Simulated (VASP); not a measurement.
# InSb: single point with PBE

System: InSb, a slab with vacuum.

```
Sb In
1.0
     4.69155    0.00000    0.00000
     0.00000    4.69155    0.00000
     0.00000    0.00000   18.61099
Sb In
4 4
Direct
  0.00000 0.50000 0.18806
  0.50000 0.00000 0.36631
  0.00000 0.50000 0.54456
  0.50000 0.00000 0.72281
  0.50000 0.50000 0.27719
  0.00000 0.00000 0.45544
  0.50000 0.50000 0.63369
  0.00000 0.00000 0.81194
```

```json
{"Program": "VASP 6.6.1", "Task": "single point", "Functional": "PBE", "Potentials or basis": "VASP PAW PBE potentials, release 64 (Sb, In_d)", "Cutoff": "520 eV", "k mesh": "8 × 8 × 1", "Occupations": "gaussian, width 0.1 eV", "Spin": "no spin polarisation", "Dipole correction": "yes", "Further INCAR settings": "ALGO = Normal; EDIFF = 1e-06; NBANDS = 46"}
```

* Largest force: 0.473 eV/Å
* Band gap on the k mesh: zero (bands 36 and 37 overlap by 0.60 eV)

Forces on the atoms (eV/Å):
```
Sb   0.000  0.000  0.106
Sb   0.000  0.000  0.227
Sb   0.000  0.000  0.118
Sb   0.000  0.000 -0.363
In   0.000  0.000 -0.268
In   0.000  0.000 -0.150
In   0.000  0.000 -0.143
In   0.000  0.000  0.473
```

Levels at points of the mesh, in eV from the Fermi level:
```csv
k point,band 32,band 33,band 34,band 35,band 36,band 37,band 38,band 39,band 40,band 41
"(0.00, 0.00, 0.00)",-1.27,-0.68,-0.55,-0.01,0.29,0.82,1.35,1.40,1.56,1.84
"(0.50, 0.00, 0.00)",-1.02,-0.91,-0.88,-0.67,-0.30,0.89,0.94,1.43,1.77,2.87
"(0.00, 0.50, 0.00)",-0.93,-0.76,-0.75,-0.53,-0.33,-0.02,0.35,1.62,1.77,2.16
"(0.50, 0.50, 0.00)",-2.24,-1.99,-1.83,-0.68,-0.54,-0.29,0.45,1.82,2.04,2.32
```

Wall time 6.7 min on 1 thread of Intel(R) Xeon(R) 6975P-C (Granite Rapids), with other jobs on the host, peak memory 0.66 GiB.

Caveat: spin-orbit coupling is left out, which moves the levels of the heavy elements.
